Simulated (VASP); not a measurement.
Input of a VASP 6.6.1 run:

Contents of INCAR:

```
SYSTEM = CoO
ALGO = Normal
EDIFF = 1E-6
ENCUT = 600
GGA = PE
GGA_COMPAT = .False.
ISIF = 2
ISMEAR = -1
ISPIN = 2
LASPH = .True.
LCHARG = .False.
LMAXMIX = 4
LORBIT = 11
LREAL = .False.
LWAVE = .False.
MAGMOM = 1.71 0
NBANDS = 22
NELM = 200
PREC = Accurate
SIGMA = 0.05
```

File KPOINTS:

```
k-points
0
Gamma
  11 11 11
  0 0 0
```

POSCAR

```
CoO
1.0
    0.0000000000      2.1315016600      2.1315016600
    2.1315016600      0.0000000000      2.1315016600
    2.1315016600      2.1315016600      0.0000000000
Co O
1 1
Direct
    0.0000000000      0.0000000000      0.0000000000
    0.5000000000      0.5000000000      0.5000000000
```

Potentials or basis: VASP PAW PBE potentials, release 64 (Co_sv, O).

Command:

```console
$ cat potpaw_PBE.64/Co_sv/POTCAR potpaw_PBE.64/O/POTCAR > POTCAR
$ mpirun -np 1 vasp_std > vasp.out
```

Question: What does it give for the pressure?

Answer: -4.3 GPa.

Question: Estimate the net moment.

Answer: 2.92 μB per cell.

Question: What does it give for the site moments?

Answer: Co +2.52; O +0.29 μB.

Caveat: a cell with one magnetic atom can't hold antiferromagnetic order, which such compounds often take.
